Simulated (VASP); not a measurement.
# HgTe (F-43m) in VASP: a series of runs

Aim: see how the results for HgTe move with the level of theory and the settings. Levels: LDA, PBEsol, PBE. Tasks: single point.

All numbers are computed with VASP 6.6.1; they aren't measurements. Logs are shortened: lines on timing, memory, paths and dates and some standing lists are left out, and cuts for length are marked.

## (1) The cell of the first run

It takes space group F-43m (No. 216, cubic). Conventional cell: a = 6.439 Å, b = 6.439 Å, c = 6.439 Å, α = 90.00°, β = 90.00°, γ = 90.00°. Within 3.7 Å of Hg (site symmetry -43m) lie 4 Te at 2.79 Å. Te (site symmetry -43m) has 4 Hg at 2.79 Å within 3.7 Å.

## (2) Single point, LDA

The input, INCAR:

```
PREC = Accurate ; ENCUT = 520
EDIFF = 1E-6 ; ISMEAR = -1
SIGMA = 0.02 ; LREAL = F
LASPH = T ; NELM = 80
ALGO = Normal ; ISIF = 2
LWAVE = F ; LCHARG = T
GGA = CA ; LELF = T
LVHAR = T ; NBANDS = 16
```

The input, KPOINTS:

```
Automatic mesh
0
Gamma
  6 6 6
```

The input, POSCAR:

```
HgTe
1.0
    0.0000000000      3.2196466136      3.2196466136
    3.2196466136      0.0000000000      3.2196466136
    3.2196466136      3.2196466136      0.0000000000
Hg Te
1 1
Direct
    0.0000000000      0.0000000000      0.0000000000
    0.2500000000      0.2500000000      0.2500000000
```

Potentials or basis: VASP PAW LDA potentials, release 64 (Hg, Te).

Launch:

```bash
$ cat potpaw_LDA.64/Hg/POTCAR potpaw_LDA.64/Te/POTCAR > POTCAR
$ mpirun -np 1 vasp_std > vasp.out
```

OUTCAR:

```text
PREC = Accurate
   ENCUT = 520
   EDIFF = 1E-6
   ISMEAR = -1
   LREAL = F
   LASPH = T
   NELM = 80
   ISIF = 2
   GGA = CA

 ion  position               nearest neighbor table
   1  0.000  0.000  0.000-   2 2.79   2 2.79   2 2.79   2 2.79
   2  0.250  0.250  0.250-   1 2.79   1 2.79   1 2.79   1 2.79

  LATTYP: Found a face centered cubic cell.
 ALAT       =     6.4392932272

  Lattice vectors:

 A1 = (   0.0000000000,   3.2196466136,   3.2196466136)
 A2 = (   3.2196466136,   0.0000000000,   3.2196466136)
 A3 = (   3.2196466136,   3.2196466136,   0.0000000000)

Analysis of symmetry for initial positions (statically):
=====================================================================
 Subroutine PRICEL returns:
 Original cell was already a primitive cell.

 Routine SETGRP: Setting up the symmetry group for a
 face centered cubic supercell.

 Subroutine GETGRP returns: Found 24 space group operations
 (whereof 24 operations were pure point group operations)
 out of a pool of 48 trial point group operations.

The static configuration has the point symmetry T_d .

Analysis of symmetry for dynamics (positions and initial velocities):
=====================================================================
 Subroutine PRICEL returns:
 Original cell was already a primitive cell.

 Routine SETGRP: Setting up the symmetry group for a
 face centered cubic supercell.

 Subroutine GETGRP returns: Found 24 space group operations
 (whereof 24 operations were pure point group operations)
 out of a pool of 48 trial point group operations.

The dynamic configuration has the point symmetry T_d .

 Subroutine INISYM returns: Found 24 space group operations
 (whereof 24 operations are pure point group operations),
 and found     1 'primitive' translations

----------------------------------------------------------------------------------------

                                     Primitive cell

  volume of cell :      66.7505

  direct lattice vectors                    reciprocal lattice vectors
     0.000000000  3.219646614  3.219646614    -0.155296546  0.155296546  0.155296546
     3.219646614  0.000000000  3.219646614     0.155296546 -0.155296546  0.155296546
     3.219646614  3.219646614  0.000000000     0.155296546  0.155296546 -0.155296546

  length of vectors
     4.553267907  4.553267907  4.553267907     0.268981509  0.268981509  0.268981509

[... 68 lines left out ...]
   LASPH  =      T    aspherical Exc in radial PAW
   ENCUT  =  520.0 eV  38.22 Ry    6.18 a.u.   8.47  8.47  8.47*2*pi/ulx,y,z
   NELM   =     80;   NELMIN=  2; NELMDL= -5     # of ELM steps
   EDIFF  = 0.1E-05   stopping-criterion for ELM
   LREAL  =      F    real-space projection
   EDIFFG = 0.1E-04   stopping-criterion for IOM
   NSW    =      0    number of steps for IOM
   IBRION =     -1    ionic relax: 0-MD 1-quasi-New 2-CG
   NFREE  =      0    steps in history (QN), initial steepest desc. (CG)
   ISIF   =      2    stress and relaxation
   ISYM   =      2    0-nonsym 1-usesym 2-fastsym
   POTIM  = 0.5000    time-step for ionic-motion
   TEBEG  =    0.0;   TEEND  =   0.0 temperature during run
   PSTRESS=    0.0 pullay stress
   NELECT =      18.0000    total number of electrons
   NUPDOWN=      -1.0000    fix difference up-down
   EMIN   =  10.00;   EMAX   =-10.00  energy-range for DOS
   EFERMI =   0.00;   METHOD = LEGACY
   ISMEAR =    -1;   SIGMA  =   0.02  broadening in eV -4-tet -1-fermi 0-gaus
   EFERMI_NEDOS =   21; number of points for ismear=-14 and -15
   IALGO  =     38    algorithm
   IMIX   =      4    mixing-type and parameters
     AMIX     =   0.40;   BMIX     =  1.00
     AMIX_MAG =   1.60;   BMIX_MAG =  1.00
  volume/ion in A,a.u.               =      33.38       225.23
  Fermi-wavevector in a.u.,A,eV,Ry     =   1.057663  1.998694 15.220182  1.118652
  Thomas-Fermi vector in A             =   2.192944
   LORBIT       =      0    0 simple, 1 ext, 2 COOP (PROOUT), +10 PAW based schemes
   GGA     = CA    functional components
   LHFCALC =     F    Hartree Fock is set to
   AEXX    =    0.0000 exact exchange contribution
   IVDW    =     0    specifies the selected vdW correction
   LEPSILON=     F    determine dielectric tensor
   LRPA    =     F    only Hartree local field effects (RPA)
 non-spin polarized calculation
  energy-cutoff  :      520.00
  volume of cell :       66.75
 maximum number of plane-waves:      1820
 NGX is ok and might be reduce to    36
   NGX = 17   NGY = 17   NGZ = 17

 number of electron      18.0000000 magnetization

 Free energy of the ion-electron system (eV)
  ---------------------------------------------------
  ext. energy  EPLUGINS =         0.00000000
  ---------------------------------------------------
  free energy    TOTEN  =        -5.02442142 eV

  energy without entropy =       -5.02406780  energy(sigma->0) =       -5.02424461

 E-fermi :   3.0461     XC(G=0):  -9.1486

 val. band max:        3.0322280402   @ k =   0.0000   0.0000   0.0000
 cond. band min:       3.6283387378   @ k =   0.5000   0.0000   0.0000
 fundamental gap:      0.5961106975
 Fermi energy:         3.0460910157

 k-point     1 :       0.0000    0.0000    0.0000
  band No.  band energies     occupation
      1      -9.0914      2.00000
      2      -4.4156      2.00000
      3      -4.4156      2.00000
      4      -4.4156      2.00000
      5      -3.8695      2.00000
      6      -3.8695      2.00000
[... 281 lines left out ...]
      3      -4.1232      2.00000
      4      -3.9971      2.00000
      5      -3.8535      2.00000
      6      -3.2777      2.00000
[... 8 lines left out ...]
     15      13.8536      0.00000
     16      14.1272      0.00000

------------------------ aborting loop because EDIFF is reached ----------------------------------------

  FORCE on cell =-STRESS in cart. coord.  units (eV):
  Direction    XX          YY          ZZ          XY          YZ          ZX
  --------------------------------------------------------------------------------------
  -------------------------------------------------------------------------------------
  Total        0.0982122      0.0982122      0.0982122     -0.0000000      0.0000000      0.0000000
  in kB        2.3573360      2.3573360      2.3573360     -0.0000000      0.0000000      0.0000000
  external PRESSURE =       2.3573360 kB  Pullay stress =       0.0000000 kB

 VOLUME and BASIS-vectors are now :
 -----------------------------------------------------------------------------
  energy-cutoff  :      520.00
  volume of cell :       66.75
      direct lattice vectors                 reciprocal lattice vectors
     0.000000000  3.219646614  3.219646614    -0.155296546  0.155296546  0.155296546
     3.219646614  0.000000000  3.219646614     0.155296546 -0.155296546  0.155296546
     3.219646614  3.219646614  0.000000000     0.155296546  0.155296546 -0.155296546

 POSITION                                       TOTAL-FORCE (eV/Angst)
 -----------------------------------------------------------------------------------
      0.00000      0.00000      0.00000         0.000000      0.000000      0.000000
      1.60982      1.60982      1.60982        -0.000000     -0.000000     -0.000000
 -----------------------------------------------------------------------------------
    total drift:                               -0.000000     -0.000000     -0.000000

  FREE ENERGIE OF THE ION-ELECTRON SYSTEM (eV)
  ---------------------------------------------------
  free  energy   TOTEN  =        -5.0244214220 eV

  energy  without entropy=       -5.0240677961  energy(sigma->0) =       -5.02424461
```

OSZICAR:

```text
N       E                     dE             d eps       ncg     rms          rms(c)
DAV:   1     0.106217332374E+03    0.10622E+03   -0.81400E+03   512   0.988E+02
DAV:   2    -0.139716054785E+01   -0.10761E+03   -0.10101E+03   584   0.231E+02
DAV:   3    -0.522052290998E+01   -0.38234E+01   -0.38117E+01   648   0.447E+01
DAV:   4    -0.525739077365E+01   -0.36868E-01   -0.36865E-01   728   0.394E+00
DAV:   5    -0.525748067132E+01   -0.89898E-04   -0.89897E-04   712   0.190E-01    0.785E+00
DAV:   6    -0.504167597363E+01    0.21580E+00   -0.40700E-01   608   0.880E+00    0.617E+00
DAV:   7    -0.502743749086E+01    0.14238E-01   -0.95130E-02   624   0.214E+00    0.219E+00
DAV:   8    -0.502475814959E+01    0.26793E-02   -0.10862E-02   568   0.123E+00    0.518E-01
DAV:   9    -0.502442696044E+01    0.33119E-03   -0.71687E-04   624   0.302E-01    0.120E-01
DAV:  10    -0.502442053697E+01    0.64235E-05   -0.67685E-05   664   0.744E-02    0.503E-02
DAV:  11    -0.502442250022E+01   -0.19632E-05   -0.15344E-05   616   0.343E-02    0.270E-02
DAV:  12    -0.502442140676E+01    0.10935E-05   -0.26343E-06   568   0.138E-02    0.127E-02
DAV:  13    -0.502442142203E+01   -0.15269E-07   -0.20865E-07   320   0.273E-03
   1 F= -.50244214E+01 E0= -.50242446E+01  d E =-.353626E-03
```

stdout:

```text
POSCAR found type information on POSCAR HgTe
 POSCAR found :  2 types and       2 ions
 scaLAPACK will be used
 LDA part: xc-table for (Slater(with rela. corr.)+CA(PZ))
 , standard interpolation
 POSCAR, INCAR and KPOINTS ok, starting setup
 FFT: planning ... GRIDC
 FFT: planning ... GRID_SOFT
 FFT: planning ... GRID
 WAVECAR not read
 entering main loop
```

Run time: 30 s. Hardware: 1 thread of AMD EPYC 7R43 (Zen 3), shared host; peak memory 0.14 GiB.

What came out:

| Quantity | Value |
| --- | --- |
| Free energy | -5.0244 eV |
| Pressure | 0.2 GPa |
| Band gap on the k mesh | zero (filled and empty bands touch) |

Levels at points of the mesh, in eV from the Fermi level:
| k point | band 6 | band 7 | band 8 | band 9 | band 10 | band 11 | band 12 | band 13 |
| --- | --- | --- | --- | --- | --- | --- | --- | --- |
| (0.00, 0.00, 0.00) | -6.92 | -0.86 | -0.01 | -0.01 | -0.01 | 4.12 | 4.12 | 4.12 |
| (0.50, 0.00, 0.00) | -6.61 | -5.64 | -1.03 | -1.03 | 0.58 | 4.92 | 4.92 | 6.61 |
| (0.50, 0.50, 0.00) | -6.46 | -5.56 | -2.36 | -2.36 | 1.80 | 2.27 | 8.05 | 8.79 |

Caveat: semilocal functionals underestimate gaps, and a narrow one can read as zero; spin-orbit coupling is left out, which moves the levels of the heavy elements.

## (3) Single point, PBEsol

This run uses another cell than the first one, of 34.54 Å³/atom.

The input, INCAR:

```
PREC = Accurate
ENCUT = 520
EDIFF = 1E-7
ISMEAR = -1
SIGMA = 0.02
LREAL = False
LASPH = True
NELM = 80
ALGO = Normal
ISIF = 2
LWAVE = False
LCHARG = True
GGA = PS
LELF = True
LVHAR = True
NBANDS = 16
```

KPOINTS is that of step 2.

The input, POSCAR:

```
HgTe
1.0
    0.0000000000      3.2565462502      3.2565462502
    3.2565462502      0.0000000000      3.2565462502
    3.2565462502      3.2565462502      0.0000000000
Hg Te
1 1
Direct
    0.0000000000      0.0000000000      0.0000000000
    0.2500000000      0.2500000000      0.2500000000
```

Potentials or basis: VASP PAW PBE potentials, release 64 (Hg, Te).

Launch:

```bash
$ cat potpaw_PBE.64/Hg/POTCAR potpaw_PBE.64/Te/POTCAR > POTCAR
$ mpirun -np 1 vasp_std > vasp.out
```

Wall time 37 s (1 thread of AMD EPYC 7R43 (Zen 3), shared host); peak memory 0.17 GiB.

Results (log left out):

```
Free energy            : -4.3645 eV
Pressure               : 0.1 GPa
Band gap on the k mesh : zero (filled and empty bands touch)
```

Levels at points of the mesh, in eV from the Fermi level:
| k point | band 6 | band 7 | band 8 | band 9 | band 10 | band 11 | band 12 | band 13 |
| --- | --- | --- | --- | --- | --- | --- | --- | --- |
| (0.00, 0.00, 0.00) | -6.73 | -0.87 | -0.01 | -0.01 | -0.01 | 4.20 | 4.20 | 4.20 |
| (0.50, 0.00, 0.00) | -6.44 | -5.40 | -0.97 | -0.97 | 0.62 | 4.98 | 4.98 | 6.71 |
| (0.50, 0.50, 0.00) | -6.30 | -5.36 | -2.21 | -2.21 | 1.83 | 2.42 | 8.00 | 8.71 |

Caveat: semilocal functionals underestimate gaps, and a narrow one can read as zero; the PAW data sets were made with another functional, which shifts forces and pressure a little; spin-orbit coupling is left out, which moves the levels of the heavy elements.

## (4) Single point, PBE

This run uses another cell than the first one, of 35.59 Å³/atom.

The input, INCAR:

```
SYSTEM = HgTe
PREC = Accurate ; ENCUT = 520
EDIFF = 1E-6 ; ISMEAR = -1
SIGMA = 0.02 ; LREAL = .FALSE.
LASPH = .TRUE. ; NELM = 100
ALGO = Normal ; ISIF = 2
LWAVE = .FALSE. ; LCHARG = .FALSE.
GGA = PE ; NBANDS = 16
```

The input, KPOINTS:

```
Automatic mesh
0
G
  6 6 6
  0 0 0
```

The input, POSCAR:

```
HgTe
1.0
    0.0000000000      3.2891972678      3.2891972678
    3.2891972678      0.0000000000      3.2891972678
    3.2891972678      3.2891972678      0.0000000000
Hg Te
1 1
Direct
    0.0000000000      0.0000000000      0.0000000000
    0.2500000000      0.2500000000      0.2500000000
```

Launch:

```bash
$ cat potpaw_PBE.64/Hg/POTCAR potpaw_PBE.64/Te/POTCAR > POTCAR
$ mpirun -np 1 vasp_std > vasp.out
```

Wall time 36 s (1 thread of AMD EPYC 7R43 (Zen 3), shared host); peak memory 0.18 GiB.

The run converged. Its results:

| Property | Result |
| --- | --- |
| Free energy | -3.6307 eV |
| Pressure | 1.3 GPa |
| Band gap on the k mesh | zero (filled and empty bands touch) |

Levels at points of the mesh, in eV from the Fermi level:
```
           k point  band 7  band 8  band 9  band 10  band 11  band 12
(0.00, 0.00, 0.00)   -0.87   -0.01   -0.01    -0.01     4.30     4.30
(0.50, 0.00, 0.00)   -5.17   -0.90   -0.90     0.69     5.07     5.07
(0.50, 0.50, 0.00)   -5.17   -2.07   -2.07     1.90     2.61     8.02
```

Caveat: semilocal functionals underestimate gaps, and a narrow one can read as zero; spin-orbit coupling is left out, which moves the levels of the heavy elements.

## (5) Single point, LDA

This run uses another cell than the first one, of 35.59 Å³/atom.

The input, INCAR:

```
PREC = Accurate
ENCUT = 520
EDIFF = 1E-6
ISMEAR = -1
SIGMA = 0.02
LREAL = F
LASPH = T
NELM = 100
ALGO = Normal
ISIF = 2
LWAVE = F
LCHARG = F
NBANDS = 16
```

The input, KPOINTS:

```
Automatic mesh
0
Gamma
  6 6 6
```

POSCAR is that of step 4.

Potentials or basis: VASP PAW LDA potentials, release 64 (Hg, Te).

Launch:

```bash
$ cat potpaw_LDA.64/Hg/POTCAR potpaw_LDA.64/Te/POTCAR > POTCAR
$ mpirun -np 1 vasp_std > vasp.out
```

It took 25 s on 1 thread of AMD EPYC 7R43 (Zen 3), shared host; peak memory 0.14 GiB.

It converged, with:

| Property | Result |
| --- | --- |
| Free energy | -4.9933 eV |
| Pressure | -2.4 GPa |
| Band gap on the k mesh | zero (filled and empty bands touch) |

Levels at points of the mesh, in eV from the Fermi level:
| k point | band 6 | band 7 | band 8 | band 9 | band 10 | band 11 | band 12 | band 13 |
| --- | --- | --- | --- | --- | --- | --- | --- | --- |
| (0.00, 0.00, 0.00) | -6.63 | -1.01 | -0.01 | -0.01 | -0.01 | 4.23 | 4.23 | 4.23 |
| (0.50, 0.00, 0.00) | -6.36 | -5.23 | -0.91 | -0.91 | 0.58 | 4.98 | 4.98 | 6.60 |
| (0.50, 0.50, 0.00) | -6.24 | -5.21 | -2.09 | -2.09 | 1.82 | 2.43 | 7.82 | 8.52 |

Caveat: semilocal functionals underestimate gaps, and a narrow one can read as zero; spin-orbit coupling is left out, which moves the levels of the heavy elements.

## (6) Overview

```csv
level,potentials or basis,cell,gap on the mesh (eV),pressure (GPa)
LDA,"VASP PAW LDA potentials, release 64 (Hg, Te)","a = 4.553 Å, angles 60.0°, 2 atoms",none,0.2
PBEsol,"VASP PAW PBE potentials, release 64 (Hg, Te)","a = 4.605 Å, angles 60.0°, 2 atoms",none,0.1
PBE,"VASP PAW PBE potentials, release 64 (Hg, Te)","a = 4.652 Å, angles 60.0°, 2 atoms",none,1.3
LDA,"VASP PAW LDA potentials, release 64 (Hg, Te)","a = 4.652 Å, angles 60.0°, 2 atoms",none,-2.4
```

Alike in all rows: task single point; no spin polarisation; k mesh 6 × 6 × 6; cutoff (eV) 520; smearing fermi-dirac 0.02 eV.

Caveats: semilocal functionals underestimate gaps, and a narrow one can read as zero; spin-orbit coupling is left out, which moves the levels of the heavy elements; the PAW data sets were made with another functional, which shifts forces and pressure a little (at least some runs).

Total energies depend on the potentials used, so only differences within one code and one set of settings carry meaning.

The gap in the log of VASP goes by the Fermi energy; the results here count the filled bands.